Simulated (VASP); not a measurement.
# WS2 (R3m) in VASP: single point with r2SCAN

Aim: the single point of WS2 with r2SCAN.

All numbers are computed with VASP 6.6.1; they aren't measurements. Logs are shortened: lines on timing, memory, paths and dates and some standing lists are left out, and cuts for length are marked.

## Step 1: The cell of the first run

Symmetry: R3m, No. 160, trigonal system. The conventional cell has a = 2.905 Å, b = 2.905 Å, c = 17.011 Å, α = 90.00°, β = 90.00°, γ = 120.00°. W (site symmetry 3m) has 6 S at 2.20 to 2.22 Å and 6 W at 2.91 Å within 3.0 Å. Within 3.0 Å of S (site symmetry 3m) lie 3 W at 2.20 Å and 7 S at 2.88 to 2.91 Å. Within 3.0 Å of S (site symmetry 3m) lie 3 W at 2.22 Å and 7 S at 2.88 to 2.91 Å.

## Step 2: Single point, r2SCAN (strain -0.080 along x and y, -0.080 along z)

Input file POSCAR:

```
WS2
1.0
    1.4526803535      0.8387053932      5.6702636000
   -1.4526803535      0.8387053932      5.6702636000
    0.0000000000     -1.6774107863      5.6702636000
W S
1 2
Direct
    0.0000000000      0.0000000000      0.0000000000
    0.7503000000      0.7503000000      0.7503000000
    0.5810000000      0.5810000000      0.5810000000
```

Input file INCAR.step1:

```
  ALGO = Normal
  EDIFF = 1E-4
  ENCUT = 520
  GGA = PE
  ISMEAR = 0
  LASPH = T
  LCHARG = F
  LREAL = F
  LWAVE = T
  NBANDS = 20
  NELM = 80
  PREC = Accurate
  SIGMA = 0.05
```

Input file INCAR.step2:

```
  ALGO = Normal
  EDIFF = 1E-7
  ENCUT = 520
  ISIF = 2
  ISMEAR = 0
  ISTART = 1
  LASPH = T
  LCHARG = T
  LELF = T
  LMIXTAU = T
  LREAL = F
  LVHAR = T
  LWAVE = F
  METAGGA = R2SCAN
  NBANDS = 20
  NELM = 80
  PREC = Accurate
  SIGMA = 0.05
```

Input file KPOINTS:

```
k-points
0
Gamma
  12 12 12
```

Potentials or basis: VASP PAW PBE potentials, release 64 (W_sv, S).

On the command line:

```
$ cat potpaw_PBE.64/W_sv/POTCAR potpaw_PBE.64/S/POTCAR > POTCAR
$ cp INCAR.step1 INCAR
$ mpirun -np 1 vasp_std > vasp.out
$ cp INCAR.step2 INCAR
$ mpirun -np 1 vasp_std > vasp.out
```

OUTCAR:

```text
EDIFF = 1E-7
   ENCUT = 520
   ISIF = 2
   ISMEAR = 0
   ISTART = 1
   LASPH = T
   LREAL = F
   METAGGA = R2SCAN
   NELM = 80
   PREC = Accurate

 ion  position               nearest neighbor table
   1  0.000  0.000  0.000-   2 2.20   2 2.20   2 2.20   3 2.22   3 2.22   3 2.22
   2  0.750  0.750  0.750-   1 2.20   1 2.20   1 2.20
   3  0.581  0.581  0.581-   1 2.22   1 2.22   1 2.22

  LATTYP: Found a trigonal (rhomboedric) cell.
 ALAT       =     5.9131714198
 COS(alpha) =     0.8792939096

  Lattice vectors:

 A1 = (   1.4526803535,   0.8387053932,   5.6702636000)
 A2 = (  -1.4526803535,   0.8387053932,   5.6702636000)
 A3 = (   0.0000000000,  -1.6774107863,   5.6702636000)

Analysis of symmetry for initial positions (statically):
=====================================================================
 Subroutine PRICEL returns:
 Original cell was already a primitive cell.

 Routine SETGRP: Setting up the symmetry group for a
 trigonal (rhombohedral) supercell.

 Subroutine GETGRP returns: Found  6 space group operations
 (whereof  6 operations were pure point group operations)
 out of a pool of 12 trial point group operations.

The static configuration has the point symmetry C_3v.

Analysis of symmetry for dynamics (positions and initial velocities):
=====================================================================
 Subroutine PRICEL returns:
 Original cell was already a primitive cell.

 Routine SETGRP: Setting up the symmetry group for a
 trigonal (rhombohedral) supercell.

 Subroutine GETGRP returns: Found  6 space group operations
 (whereof  6 operations were pure point group operations)
 out of a pool of 12 trial point group operations.

The dynamic configuration has the point symmetry C_3v.

 Subroutine INISYM returns: Found  6 space group operations
 (whereof  6 operations are pure point group operations),
 and found     1 'primitive' translations

----------------------------------------------------------------------------------------

                                     Primitive cell

  volume of cell :      41.4509

  direct lattice vectors                    reciprocal lattice vectors
     1.452680353  0.838705393  5.670263600     0.344191342  0.198718964  0.058786215
    -1.452680353  0.838705393  5.670263600    -0.344191342  0.198718964  0.058786215
     0.000000000 -1.677410786  5.670263600     0.000000000 -0.397437928  0.058786215

  length of vectors
     5.913171420  5.913171420  5.913171420     0.401762026  0.401762026  0.401762026

  position of ions in fractional coordinates (direct lattice)
     0.000000000  0.000000000  0.000000000
     0.750300000  0.750300000  0.750300000
     0.581000000  0.581000000  0.581000000

  ion indices of the primitive-cell ions
   primitive index   ion index
                 1           1
                 2           2
                 3           3

----------------------------------------------------------------------------------------

 KPOINTS: k-points

Automatic generation of k-mesh.
 Grid dimensions read from file:
 generate k-points for:   12   12   12

 Generating k-lattice:

  Cartesian coordinates                     Fractional coordinates (reciprocal lattice)
     0.028682612  0.016559914  0.004898851     0.083333333  0.000000000  0.000000000
    -0.028682612  0.016559914  0.004898851     0.000000000  0.083333333  0.000000000
     0.000000000 -0.033119827  0.004898851     0.000000000  0.000000000  0.083333333

  Length of vectors
     0.033480169  0.033480169  0.033480169

  Shift w.r.t. Gamma in fractional coordinates (k-lattice)
     0.000000000  0.000000000  0.000000000

 Subroutine IBZKPT returns following result:
 ===========================================

 Found    189 irreducible k-points:

 Following reciprocal coordinates:
            Coordinates               Weight
  0.000000  0.000000  0.000000      1.000000
  0.083333  0.000000 -0.000000      6.000000
  0.166667  0.000000  0.000000      6.000000
  0.250000  0.000000  0.000000      6.000000
  0.333333  0.000000 -0.000000      6.000000
  0.416667  0.000000 -0.000000      6.000000
[... 16 lines left out ...]
  0.500000  0.166667  0.000000     12.000000
 -0.416667  0.166667  0.000000     12.000000
 [... further k-points ...]
   k-points           NKPTS =    189   k-points in BZ     NKDIM =    189   number of bands    NBANDS=     20
   number of dos      NEDOS =    301   number of ions     NIONS =      3
   total plane-waves  NPLWV = 110592
   dimension x,y,z NGX =    48 NGY =   48 NGZ =   48
   dimension x,y,z NGXF=    96 NGYF=   96 NGZF=   96
   ions per type =               1   2
   NGX,Y,Z   is equivalent  to a cutoff of  13.49, 13.49, 13.49 a.u.
   NGXF,Y,Z  is equivalent  to a cutoff of  26.99, 26.99, 26.99 a.u.
 SYSTEM =  unknown system
   PREC   = accura    normal or accurate (medium, high low for compatibility)
   ISTART =      1    job   : 0-new  1-cont  2-samecut
   ICHARG =      0    charge: 1-file 2-atom 10-const
   ISPIN  =      1    spin polarized calculation?
   LNONCOLLINEAR =      F non collinear calculations
   LSORBIT =      F    spin-orbit coupling
   LASPH  =      T    aspherical Exc in radial PAW
   ENCUT  =  520.0 eV  38.22 Ry    6.18 a.u.  10.99 10.99 10.99*2*pi/ulx,y,z
   NELM   =     80;   NELMIN=  2; NELMDL=  0     # of ELM steps
   EDIFF  = 0.1E-06   stopping-criterion for ELM
   LREAL  =      F    real-space projection
   EDIFFG = 0.1E-05   stopping-criterion for IOM
   NSW    =      0    number of steps for IOM
   IBRION =     -1    ionic relax: 0-MD 1-quasi-New 2-CG
   NFREE  =      0    steps in history (QN), initial steepest desc. (CG)
   ISIF   =      2    stress and relaxation
   ISYM   =      2    0-nonsym 1-usesym 2-fastsym
   POTIM  = 0.5000    time-step for ionic-motion
   TEBEG  =    0.0;   TEEND  =   0.0 temperature during run
   PSTRESS=    0.0 pullay stress
   NELECT =      26.0000    total number of electrons
   NUPDOWN=      -1.0000    fix difference up-down
   EMIN   =  10.00;   EMAX   =-10.00  energy-range for DOS
   EFERMI =   0.00;   METHOD = LEGACY
   ISMEAR =     0;   SIGMA  =   0.05  broadening in eV -4-tet -1-fermi 0-gaus
   EFERMI_NEDOS =   21; number of points for ismear=-14 and -15
   IALGO  =     38    algorithm
   IMIX   =      4    mixing-type and parameters
     AMIX     =   0.40;   BMIX     =  1.00
     AMIX_MAG =   1.60;   BMIX_MAG =  1.00
  volume/ion in A,a.u.               =      13.82        93.24
  Fermi-wavevector in a.u.,A,eV,Ry     =   1.401376  2.648216 26.719858  1.963854
  Thomas-Fermi vector in A             =   2.524243
   LORBIT       =      0    0 simple, 1 ext, 2 COOP (PROOUT), +10 PAW based schemes
   METAGGA = R2SCAN    functional components
   LHFCALC =     F    Hartree Fock is set to
   AEXX    =    0.0000 exact exchange contribution
   IVDW    =     0    specifies the selected vdW correction
   LEPSILON=     F    determine dielectric tensor
   LRPA    =     F    only Hartree local field effects (RPA)
 non-spin polarized calculation
 Gauss-broadening in eV      SIGMA  =   0.05
  energy-cutoff  :      520.00
  volume of cell :       41.45
 maximum number of plane-waves:      1167
 NGX is ok and might be reduce to    48
   NGX = 21   NGY = 21   NGZ = 21

 number of electron      26.0000000 magnetization

 Free energy of the ion-electron system (eV)
  ---------------------------------------------------
  ext. energy  EPLUGINS =         0.00000000
  ---------------------------------------------------
  free energy    TOTEN  =       -67.59742288 eV

  energy without entropy =      -67.59742288  energy(sigma->0) =      -67.59742288

 E-fermi :  11.5744     XC(G=0): -13.0796

 val. band max:       11.2377200559   @ k =   0.5000   0.5000   0.5000
 cond. band min:      12.0482419477   @ k =  -0.1667   0.1667   0.0000
 fundamental gap:      0.8105218917
 Fermi energy:        11.5743577234

 k-point     1 :       0.0000    0.0000    0.0000
  band No.  band energies     occupation
      1     -65.3287      2.00000
      2     -29.4115      2.00000
      3     -28.7920      2.00000
      4     -28.7920      2.00000
      5      -7.6187      2.00000
      6      -4.3431      2.00000
[... 12 lines left out ...]
     19      20.3862      0.00000
     20      21.8245      0.00000

 k-point     2 :       0.0833    0.0000   -0.0000
  band No.  band energies     occupation
      1     -65.3238      2.00000
      2     -29.3971      2.00000
      3     -28.8636      2.00000
      4     -28.8075      2.00000
      5      -7.4343      2.00000
      6      -4.3231      2.00000
[... 12 lines left out ...]
     19      20.7708      0.00000
     20      21.2555      0.00000

 k-point     3 :       0.1667    0.0000    0.0000
  band No.  band energies     occupation
      1     -65.3104      2.00000
      2     -29.3578      2.00000
      3     -29.0554      2.00000
      4     -28.8495      2.00000
      5      -6.9116      2.00000
      6      -4.2661      2.00000
[... 12 lines left out ...]
     19      20.3552      0.00000
     20      21.1862      0.00000

 k-point     4 :       0.2500    0.0000    0.0000
  band No.  band energies     occupation
      1     -65.2919      2.00000
      2     -29.3105      2.00000
      3     -29.3020      2.00000
      4     -28.9064      2.00000
      5      -6.1369      2.00000
      6      -4.1822      2.00000
[... 12 lines left out ...]
     19      20.2028      0.00000
     20      22.0337      0.00000

 k-point     5 :       0.3333    0.0000   -0.0000
  band No.  band energies     occupation
      1     -65.2734      2.00000
      2     -29.5538      2.00000
      3     -29.2486      2.00000
      4     -28.9627      2.00000
      5      -5.2494      2.00000
      6      -4.0910      2.00000
[... 12 lines left out ...]
     19      19.4996      0.00000
     20      20.6294      0.00000

 k-point     6 :       0.4167    0.0000   -0.0000
  band No.  band energies     occupation
      1     -65.2599      2.00000
      2     -29.7277      2.00000
      3     -29.2081      2.00000
      4     -29.0035      2.00000
      5      -4.4753      2.00000
      6      -4.0169      2.00000
[... 12 lines left out ...]
     19      18.5104      0.00000
     20      20.0284      0.00000

 k-point     7 :       0.5000    0.0000    0.0000
  band No.  band energies     occupation
      1     -65.2549      2.00000
      2     -29.7903      2.00000
      3     -29.1932      2.00000
      4     -29.0183      2.00000
      5      -4.1548      2.00000
      6      -3.9810      2.00000
[... 12 lines left out ...]
     19      18.2183      0.00000
     20      20.1128      0.00000
[... 277 lines left out ...]
 k-point    20 :       0.2500    0.1667    0.0000
  band No.  band energies     occupation
      1     -65.2987      2.00000
      2     -29.3235      2.00000
      3     -29.2047      2.00000
      4     -28.8988      2.00000
      5      -6.3923      2.00000
      6      -4.2857      2.00000
[... 12 lines left out ...]
     19      20.1085      0.00000
     20      21.3943      0.00000

 k-point    21 :       0.3333    0.1667   -0.0000
  band No.  band energies     occupation
      1     -65.2827      2.00000
      2     -29.3854      2.00000
      3     -29.2761      2.00000
      4     -28.9852      2.00000
      5      -5.6616      2.00000
      6      -4.1928      2.00000
[... 12 lines left out ...]
     19      20.3483      0.00000
     20      21.5271      0.00000

 k-point    22 :       0.4167    0.1667   -0.0000
  band No.  band energies     occupation
      1     -65.2667      2.00000
      2     -29.5524      2.00000
      3     -29.2286      2.00000
      4     -29.0802      2.00000
      5      -4.8328      2.00000
      6      -4.0576      2.00000
[... 12 lines left out ...]
     19      19.7465      0.00000
     20      20.8070      0.00000

 k-point    23 :       0.5000    0.1667    0.0000
  band No.  band energies     occupation
      1     -65.2549      2.00000
      2     -29.6693      2.00000
      3     -29.1935      2.00000
      4     -29.1521      2.00000
      5      -4.1534      2.00000
      6      -3.8985      2.00000
[... 12 lines left out ...]
     19      19.9819      0.00000
     20      20.9394      0.00000

 k-point    24 :      -0.4167    0.1667    0.0000
  band No.  band energies     occupation
      1     -65.2506      2.00000
      2     -29.7112      2.00000
      3     -29.1808      2.00000
      4     -29.1786      2.00000
      5      -3.9278      2.00000
      6      -3.7797      2.00000
[... 12 lines left out ...]
     19      20.6952      0.00000
     20      21.0850      0.00000

 [... further k-points ...]
[... 5 lines left out ...]
  --------------------------------------------------------------------------------------
  -------------------------------------------------------------------------------------
  Total       19.9735605     19.9735605     20.8565381      0.0000000      0.0000000      0.0000000
  in kB      772.0262630    772.0262630    806.1554747      0.0000000      0.0000000      0.0000000
  external PRESSURE =     783.4026669 kB  Pullay stress =       0.0000000 kB

 VOLUME and BASIS-vectors are now :
 -----------------------------------------------------------------------------
  energy-cutoff  :      520.00
  volume of cell :       41.45
      direct lattice vectors                 reciprocal lattice vectors
     1.452680353  0.838705393  5.670263600     0.344191342  0.198718964  0.058786215
    -1.452680353  0.838705393  5.670263600    -0.344191342  0.198718964  0.058786215
     0.000000000 -1.677410786  5.670263600     0.000000000 -0.397437928  0.058786215

 POSITION                                       TOTAL-FORCE (eV/Angst)
 -----------------------------------------------------------------------------------
      0.00000      0.00000      0.00000         0.000000     -0.000000     -1.057675
      0.00000      0.00000     12.76320         0.000000      0.000000      6.855027
      0.00000      0.00000      9.88327         0.000000     -0.000000     -5.797352
 -----------------------------------------------------------------------------------
    total drift:                                0.000000     -0.000000      0.000021

  FREE ENERGIE OF THE ION-ELECTRON SYSTEM (eV)
  ---------------------------------------------------
  free  energy   TOTEN  =       -67.5974228799 eV

  energy  without entropy=      -67.5974228799  energy(sigma->0) =      -67.59742288
```

Run time: 30 min. Hardware: 1 thread of Intel Xeon Platinum 8375C at 2.90GHz (Ice Lake), shared host; peak memory 0.45 GiB.

Results:

```yaml
Free_energy: -67.5974 eV
Pressure: 78.3 GPa
Largest_force: 6.855 eV/Å
Band_gap_on_the_k_mesh: 0.81 eV (least direct gap 2.72 eV)
```

Forces on the atoms (eV/Å):
```
W    0.000  0.000 -1.058
S    0.000  0.000  6.855
S    0.000  0.000 -5.797
```

Stress tensor (GPa, compression positive):
```
77.20  0.00  0.00
 0.00 77.20  0.00
 0.00  0.00 80.62
```

Caveat: the cell differs from its parent crystal (strain -0.080 along x and y, -0.080 along z); the cell stands under pressure; the PAW data sets were made with another functional, which shifts forces and pressure a little; spin-orbit coupling is left out, which moves the levels of the heavy elements.
